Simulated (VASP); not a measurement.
# Sc (P6_3/mmc) in VASP: further runs, part 2 of 2

VASP 6.6.1. Earlier steps stand in the parts before.

### Step 3. Single point, r2SCAN

This run uses another cell than the first one, of 23.50 Å³/atom, 0.887 times its volume.

The input, POSCAR:

```
Sc
1.0
    3.2414504337      0.0000000000      0.0000000000
   -1.6207252169      2.8071784207      0.0000000000
    0.0000000000      0.0000000000      5.1656514271
Sc
2
Direct
    0.6666666667      0.3333333333      0.7500000000
    0.3333333333      0.6666666667      0.2500000000
```

The input, INCAR.step1:

```
  PREC = Accurate
  ENCUT = 520
  ISMEAR = -1
  SIGMA = 0.05
  LREAL = F
  LASPH = T
  NELM = 100
  NBANDS = 18
  GGA = PE
  ALGO = Normal
  EDIFF = 1E-4
  LWAVE = T
  LCHARG = F
```

The input, INCAR.step2:

```
  PREC = Accurate
  ENCUT = 520
  EDIFF = 1E-6
  ISMEAR = -1
  SIGMA = 0.05
  LREAL = F
  LASPH = T
  NELM = 100
  ALGO = Normal
  ISIF = 2
  LWAVE = F
  LCHARG = T
  METAGGA = R2SCAN
  LMIXTAU = T
  LELF = T
  LVHAR = T
  NBANDS = 18
  ISTART = 1
```

The input, KPOINTS:

```
regular mesh
0
Gamma
  9 9 5
```

Potentials or basis: VASP PAW PBE potentials, release 64 (Sc_sv).

The run is started by

```
$ cat potpaw_PBE.64/Sc_sv/POTCAR > POTCAR
$ cp INCAR.step1 INCAR
$ mpirun -np 1 vasp_std > vasp.out
$ cp INCAR.step2 INCAR
$ mpirun -np 1 vasp_std > vasp.out
```

OUTCAR:

```text
PREC = Accurate
   ENCUT = 520
   EDIFF = 1E-6
   ISMEAR = -1
   LREAL = F
   LASPH = T
   NELM = 100
   ISIF = 2
   METAGGA = R2SCAN
   ISTART = 1

 ion  position               nearest neighbor table
   1  0.667  0.333  0.750-   2 3.19   2 3.19   2 3.19   2 3.19   2 3.19   2 3.19
   2  0.333  0.667  0.250-   1 3.19   1 3.19   1 3.19   1 3.19   1 3.19   1 3.19

  LATTYP: Found a hexagonal cell.
 ALAT       =     3.2414504337
 C/A-ratio  =     1.5936234512

  Lattice vectors:

 A1 = (   3.2414504337,   0.0000000000,   0.0000000000)
 A2 = (  -1.6207252169,   2.8071784207,   0.0000000000)
 A3 = (   0.0000000000,   0.0000000000,   5.1656514271)

Analysis of symmetry for initial positions (statically):
=====================================================================
 Subroutine PRICEL returns:
 Original cell was already a primitive cell.

 Routine SETGRP: Setting up the symmetry group for a
 hexagonal supercell.

 Subroutine GETGRP returns: Found 24 space group operations
 (whereof 12 operations were pure point group operations)
 out of a pool of 24 trial point group operations.

The static configuration has the point symmetry D_3d.
 The point group associated with its full space group is D_6h.

Analysis of symmetry for dynamics (positions and initial velocities):
=====================================================================
 Subroutine PRICEL returns:
 Original cell was already a primitive cell.

 Routine SETGRP: Setting up the symmetry group for a
 hexagonal supercell.

 Subroutine GETGRP returns: Found 24 space group operations
 (whereof 12 operations were pure point group operations)
 out of a pool of 24 trial point group operations.

The dynamic configuration has the point symmetry D_3d.
 The point group associated with its full space group is D_6h.

[... 105 lines left out ...]
   ISYM   =      2    0-nonsym 1-usesym 2-fastsym
   POTIM  = 0.5000    time-step for ionic-motion
   TEBEG  =    0.0;   TEEND  =   0.0 temperature during run
   PSTRESS=    0.0 pullay stress
   NELECT =      22.0000    total number of electrons
   NUPDOWN=      -1.0000    fix difference up-down
   EMIN   =  10.00;   EMAX   =-10.00  energy-range for DOS
   EFERMI =   0.00;   METHOD = LEGACY
   ISMEAR =    -1;   SIGMA  =   0.05  broadening in eV -4-tet -1-fermi 0-gaus
   EFERMI_NEDOS =   21; number of points for ismear=-14 and -15
   IALGO  =     38    algorithm
   IMIX   =      4    mixing-type and parameters
     AMIX     =   0.40;   BMIX     =  1.00
     AMIX_MAG =   1.60;   BMIX_MAG =  1.00
  volume/ion in A,a.u.               =      23.50       158.60
  Fermi-wavevector in a.u.,A,eV,Ry     =   1.271074  2.401982 21.981974  1.615630
  Thomas-Fermi vector in A             =   2.404027
   LORBIT       =      0    0 simple, 1 ext, 2 COOP (PROOUT), +10 PAW based schemes
   METAGGA = R2SCAN    functional components
   LHFCALC =     F    Hartree Fock is set to
   AEXX    =    0.0000 exact exchange contribution
   IVDW    =     0    specifies the selected vdW correction
   LEPSILON=     F    determine dielectric tensor
   LRPA    =     F    only Hartree local field effects (RPA)
 non-spin polarized calculation
  energy-cutoff  :      520.00
  volume of cell :       47.00
 maximum number of plane-waves:      1290
   NGX = 13   NGY = 13   NGZ = 19

 number of electron      21.9999996 magnetization

 Free energy of the ion-electron system (eV)
  ---------------------------------------------------
  ext. energy  EPLUGINS =         0.00000000
  ---------------------------------------------------
  free energy    TOTEN  =       -22.68817063 eV

  energy without entropy =      -22.65620952  energy(sigma->0) =      -22.67219007

 E-fermi :   4.0112     XC(G=0): -10.8140

 val. band max:        4.0059806519   @ k =   0.1111   0.1111   0.2000
 cond. band min:       4.0136259285   @ k =   0.3333   0.1111   0.4000
 fundamental gap:      0.0076452766
 Fermi energy:         4.0111990318

 k-point     1 :       0.0000    0.0000    0.0000
  band No.  band energies     occupation
      1     -47.3765      2.00000
      2     -47.2932      2.00000
      3     -25.2777      2.00000
      4     -24.8536      2.00000
      5     -24.8536      2.00000
      6     -24.7837      2.00000
[... 481 lines left out ...]
      5     -25.1120      2.00000
      6     -24.9874      2.00000
[... 10 lines left out ...]
     17       8.1102      0.00000
     18       8.1103      0.00000

 [... further k-points ...]
[... 5 lines left out ...]
  --------------------------------------------------------------------------------------
  -------------------------------------------------------------------------------------
  Total        1.3501372      1.3501372      0.7693302     -0.0000000      0.0000000     -0.0000000
  in kB       46.0207804     46.0207804     26.2233914     -0.0000000      0.0000000     -0.0000000
  external PRESSURE =      39.4216507 kB  Pullay stress =       0.0000000 kB

 VOLUME and BASIS-vectors are now :
 -----------------------------------------------------------------------------
  energy-cutoff  :      520.00
  volume of cell :       47.00
      direct lattice vectors                 reciprocal lattice vectors
     3.241450434  0.000000000  0.000000000     0.308503869  0.178114792  0.000000000
    -1.620725217  2.807178421  0.000000000     0.000000000  0.356229584  0.000000000
     0.000000000  0.000000000  5.165651427     0.000000000  0.000000000  0.193586426

 POSITION                                       TOTAL-FORCE (eV/Angst)
 -----------------------------------------------------------------------------------
      1.62073      0.93573      3.87424         0.000000     -0.000000      0.000000
     -0.00000      1.87145      1.29141        -0.000000      0.000000      0.000000
 -----------------------------------------------------------------------------------
    total drift:                               -0.000000      0.000000     -0.000000

  FREE ENERGIE OF THE ION-ELECTRON SYSTEM (eV)
  ---------------------------------------------------
  free  energy   TOTEN  =       -22.6881706285 eV

  energy  without entropy=      -22.6562095210  energy(sigma->0) =      -22.67219007
```

OUTCAR.step1:

```text
PREC = Accurate
   ENCUT = 520
   ISMEAR = -1
   LREAL = F
   LASPH = T
   NELM = 100
[... 725 lines left out ...]
 -----------------------------------------------------------------------------------
      1.62073      0.93573      3.87424        -0.000000      0.000000      0.000000
     -0.00000      1.87145      1.29141         0.000000     -0.000000      0.000000
 -----------------------------------------------------------------------------------
    total drift:                               -0.000000      0.000000     -0.000000

  FREE ENERGIE OF THE ION-ELECTRON SYSTEM (eV)
  ---------------------------------------------------
  free  energy   TOTEN  =       -12.4888883024 eV

  energy  without entropy=      -12.4543737393  energy(sigma->0) =      -12.47163102
```

OSZICAR.step1:

```text
N       E                     dE             d eps       ncg     rms          rms(c)
DAV:   1     0.357931912119E+03    0.35793E+03   -0.11067E+04  1296   0.131E+03
DAV:   2     0.636116161189E+01   -0.35157E+03   -0.34463E+03  1552   0.533E+02
DAV:   3    -0.134223168482E+02   -0.19783E+02   -0.18891E+02  2136   0.155E+02
DAV:   4    -0.137978745271E+02   -0.37556E+00   -0.37443E+00  2008   0.190E+01
DAV:   5    -0.138013372882E+02   -0.34628E-02   -0.34609E-02  2182   0.205E+00    0.792E+00
DAV:   6    -0.126520679563E+02    0.11493E+01   -0.25844E+00  1694   0.180E+01    0.241E+00
DAV:   7    -0.124996480397E+02    0.15242E+00   -0.66603E-01  1752   0.837E+00    0.834E-01
DAV:   8    -0.124900781077E+02    0.95699E-02   -0.25716E-02  1658   0.202E+00    0.231E-01
DAV:   9    -0.124888795796E+02    0.11985E-02   -0.63673E-03  1768   0.857E-01    0.196E-02
DAV:  10    -0.124888883024E+02   -0.87229E-05   -0.75622E-05  1002   0.141E-01
   1 F= -.12488888E+02 E0= -.12471631E+02  d E =-.345146E-01
```

It took 73 s on 1 thread of Intel Xeon Platinum 8259CL at 2.50GHz (Skylake/Cascade Lake), shared host; peak memory 0.18 GiB.

What came out:

```yaml
Free_energy: -22.6882 eV
Pressure: 3.9 GPa
Band_gap_on_the_k_mesh: zero (band 11 reaches 4.78 eV, above the bottom of band 12 at 3.50 eV)
```

Stress tensor (GPa, compression positive):
```
4.60 0.00 0.00
0.00 4.60 0.00
0.00 0.00 2.62
```

Caveat: the PAW data sets were made with another functional, which shifts forces and pressure a little.

### Step 4. Single point, r2SCAN

This run uses another cell than the first one, of 24.00 Å³/atom, 0.906 times its volume.

The input, POSCAR:

```
Sc
1.0
    3.2642783016      0.0000000000      0.0000000000
   -1.6321391508      2.8269479342      0.0000000000
    0.0000000000      0.0000000000      5.2020304526
Sc
2
Direct
    0.6666666667      0.3333333333      0.7500000000
    0.3333333333      0.6666666667      0.2500000000
```

The input, INCAR.step1:

```
ALGO = Normal
EDIFF = 1E-4
ENCUT = 520
GGA = PE
ISMEAR = -1
LASPH = True
LCHARG = False
LREAL = False
LWAVE = True
NBANDS = 18
NELM = 60
PREC = Accurate
SIGMA = 0.05
```

The input, INCAR.step2:

```
ALGO = Normal
EDIFF = 1E-6
ENCUT = 520
ISIF = 2
ISMEAR = -1
ISTART = 1
LASPH = True
LCHARG = False
LMIXTAU = True
LREAL = False
LWAVE = False
METAGGA = R2SCAN
NBANDS = 18
NELM = 60
PREC = Accurate
SIGMA = 0.05
```

The input, KPOINTS:

```
k-points
0
Gamma
  9 9 5
```

The run is started by

```
$ cat potpaw_PBE.64/Sc_sv/POTCAR > POTCAR
$ cp INCAR.step1 INCAR
$ mpirun -np 1 vasp_std > vasp.out
$ cp INCAR.step2 INCAR
$ mpirun -np 1 vasp_std > vasp.out
```

It took 72 s on 1 thread of Intel Xeon Platinum 8259CL at 2.50GHz (Skylake/Cascade Lake), shared host; peak memory 0.17 GiB.

It converged, with:

```yaml
Free_energy: -22.7087 eV
Pressure: 2.6 GPa
Band_gap_on_the_k_mesh: zero (band 11 reaches 4.65 eV, above the bottom of band 12 at 3.40 eV)
```

Stress tensor (GPa, compression positive):
```
3.17 0.00 0.00
0.00 3.17 0.00
0.00 0.00 1.33
```

Levels at points of the mesh, in eV from the Fermi level:
```tsv
k point	band 9	band 10	band 11	band 12	band 13	band 14
(0.00, 0.00, 0.00)	-5.56	-1.77	0.35	1.86	1.86	2.00
```

Caveat: the PAW data sets were made with another functional, which shifts forces and pressure a little.

### Step 5. Single point, r2SCAN

This run uses another cell than the first one, of 24.50 Å³/atom, 0.925 times its volume.

The input, POSCAR:

```
Sc
1.0
    3.2867912771      0.0000000000      0.0000000000
   -1.6433956386      2.8464447429      0.0000000000
    0.0000000000      0.0000000000      5.2379076584
Sc
2
Direct
    0.6666666667      0.3333333333      0.7500000000
    0.3333333333      0.6666666667      0.2500000000
```

INCAR.step1: that of step 4 with these lines changed.

```diff
@@ -10,3 +10,3 @@
 NBANDS = 18
-NELM = 60
+NELM = 80
 PREC = Accurate
```

The input, INCAR.step2:

```
ALGO = Normal
EDIFF = 1E-7
ENCUT = 520
ISIF = 2
ISMEAR = -1
ISTART = 1
LASPH = True
LCHARG = True
LELF = True
LMIXTAU = True
LREAL = False
LVHAR = True
LWAVE = False
METAGGA = R2SCAN
NBANDS = 18
NELM = 80
PREC = Accurate
SIGMA = 0.05
```

KPOINTS is that of step 4.

The run is started by

```
$ cat potpaw_PBE.64/Sc_sv/POTCAR > POTCAR
$ cp INCAR.step1 INCAR
$ mpirun -np 1 vasp_std > vasp.out
$ cp INCAR.step2 INCAR
$ mpirun -np 1 vasp_std > vasp.out
```

Wall time 94 s (1 thread of Intel Xeon Platinum 8259CL at 2.50GHz (Skylake/Cascade Lake), shared host); peak memory 0.18 GiB.

The run converged. Its results:

```
Free energy            : -22.7209 eV
Pressure               : 1.3 GPa
Band gap on the k mesh : zero (band 11 reaches 4.51 eV, above the bottom of band 12 at 3.31 eV)
```

Stress tensor (GPa, compression positive):
```
1.85 0.00 0.00
0.00 1.85 0.00
0.00 0.00 0.15
```

Levels at points of the mesh, in eV from the Fermi level:
```csv
k point,band 7,band 8,band 9,band 10,band 11,band 12,band 13,band 14,band 15,band 16
"(0.00, 0.00, 0.00)",-28.93,-28.92,-5.52,-1.74,0.30,1.84,1.84,1.97,2.29,2.29
```

Caveat: the PAW data sets were made with another functional, which shifts forces and pressure a little.

### Step 6. Single point, r2SCAN

This run uses another cell than the first one, of 25.00 Å³/atom, 0.943 times its volume.

The input, POSCAR:

```
Sc
1.0
    3.3090000000      0.0000000000      0.0000000000
   -1.6545000000      2.8656780611      0.0000000000
    0.0000000000      0.0000000000      5.2733000000
Sc
2
Direct
    0.6666666667      0.3333333333      0.7500000000
    0.3333333333      0.6666666667      0.2500000000
```

The input, INCAR.step1:

```
SYSTEM = Sc
PREC = Accurate
ENCUT = 520
ISMEAR = -1
SIGMA = 0.05
LREAL = .FALSE.
LASPH = .TRUE.
NELM = 80
NBANDS = 18
GGA = PE
ALGO = Normal
EDIFF = 1E-4
LWAVE = .TRUE.
LCHARG = .FALSE.
```

The input, INCAR.step2:

```
SYSTEM = Sc
PREC = Accurate
ENCUT = 520
EDIFF = 1E-7
ISMEAR = -1
SIGMA = 0.05
LREAL = .FALSE.
LASPH = .TRUE.
NELM = 80
ALGO = Normal
ISIF = 2
LWAVE = .FALSE.
LCHARG = .FALSE.
METAGGA = R2SCAN
LMIXTAU = .TRUE.
NBANDS = 18
ISTART = 1
```

The input, KPOINTS:

```
regular mesh
0
G
  9 9 5
  0 0 0
```

Potentials or basis: VASP PAW PBE potentials, release 64 (Sc_sv).

The run is started by

```
$ cat potpaw_PBE.64/Sc_sv/POTCAR > POTCAR
$ cp INCAR.step1 INCAR
$ mpirun -np 1 vasp_std > vasp.out
$ cp INCAR.step2 INCAR
$ mpirun -np 1 vasp_std > vasp.out
```

Wall time 2.2 min (1 thread of Intel Xeon Platinum 8259CL at 2.50GHz (Skylake/Cascade Lake), shared host); peak memory 0.19 GiB.

It converged, with:

```yaml
Free_energy: -22.7255 eV
Pressure: 0.1 GPa
Band_gap_on_the_k_mesh: zero (band 11 reaches 4.38 eV, above the bottom of band 12 at 3.22 eV)
```

Stress tensor (GPa, compression positive):
```
 0.65  0.00  0.00
 0.00  0.65  0.00
 0.00  0.00 -0.93
```

Levels at points of the mesh, in eV from the Fermi level:
```csv
k point,band 8,band 9,band 10,band 11,band 12,band 13,band 14,band 15
"(0.00, 0.00, 0.00)",-28.99,-5.48,-1.72,0.26,1.81,1.81,1.94,2.25
```

Caveat: the PAW data sets were made with another functional, which shifts forces and pressure a little.

### Step 7. Overview

| level | potentials or basis | cell | gap on the mesh (eV) | pressure (GPa) |
| --- | --- | --- | --- | --- |
| LDA | VASP PAW LDA potentials, release 64 (Sc_sv) | a = 3.374, b = 3.374, c = 5.377 Å, angles 90.0, 90.0, 120.0°, 2 atoms | none | -7.5 |
| r2SCAN | VASP PAW PBE potentials, release 64 (Sc_sv) | a = 3.241, b = 3.241, c = 5.166 Å, angles 90.0, 90.0, 120.0°, 2 atoms | none | 3.9 |
| r2SCAN | VASP PAW PBE potentials, release 64 (Sc_sv) | a = 3.264, b = 3.264, c = 5.202 Å, angles 90.0, 90.0, 120.0°, 2 atoms | none | 2.6 |
| r2SCAN | VASP PAW PBE potentials, release 64 (Sc_sv) | a = 3.287, b = 3.287, c = 5.238 Å, angles 90.0, 90.0, 120.0°, 2 atoms | none | 1.3 |
| r2SCAN | VASP PAW PBE potentials, release 64 (Sc_sv) | a = 3.309, b = 3.309, c = 5.273 Å, angles 90.0, 90.0, 120.0°, 2 atoms | none | 0.1 |

Alike in all rows: task single point; no spin polarisation; k mesh 9 × 9 × 5; cutoff (eV) 520; smearing fermi-dirac 0.05 eV.

Caveats: the PAW data sets were made with another functional, which shifts forces and pressure a little (some runs).

Absolute energies hang on the potentials; compare differences alone.
